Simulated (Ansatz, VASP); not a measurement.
# Two plane-wave programs on CsH5

```xyz
6
Lattice="5.4581 0.0000 0.0000 -2.7291 4.7269 0.0000 0.0000 0.0000 7.7871" Properties=species:S:1:pos:R:3 pbc="T T T"
Cs    0.0000    0.0000    0.0000
H     2.7291    0.0000    0.0000
H    -1.3645    2.3634    0.0000
H     1.3645    2.3634    0.0000
H     0.0000    0.0000    3.5194
H     0.0000    0.0000    4.2677
```

Alike in both runs: task relaxation of cell and atoms; functional PBE; k mesh 9 × 9 × 6; occupations gaussian, width 0.1 eV; no spin polarisation.

|  | VASP | Ansatz |
| --- | --- | --- |
| version | VASP 6.6.1 | Ansatz 0.2.0 |
| potentials or method | VASP PAW PBE potentials, release 64 (Cs_sv, H), cutoff 600 eV | scalar-relativistic, plane waves, PAW |
| valence electrons in the cell | 14 | 14 |

Ansatz gave:

```
gap on the k mesh at the Fermi level, each at its own relaxed structure (eV) : none
relaxed volume (Å³/atom)                                                     : 35.63
relaxed cell length with the largest relative difference (Å)                 : 8.319
```

Problem. Which values does VASP return?

Solution. gap on the k mesh at the Fermi level, each at its own relaxed structure (eV): none; relaxed volume (Å³/atom): 36.43; relaxed cell length with the largest relative difference (Å): 8.507.

A gap of «none» marks a metal or a gap that the smearing closes.

Spin-orbit coupling is off throughout.
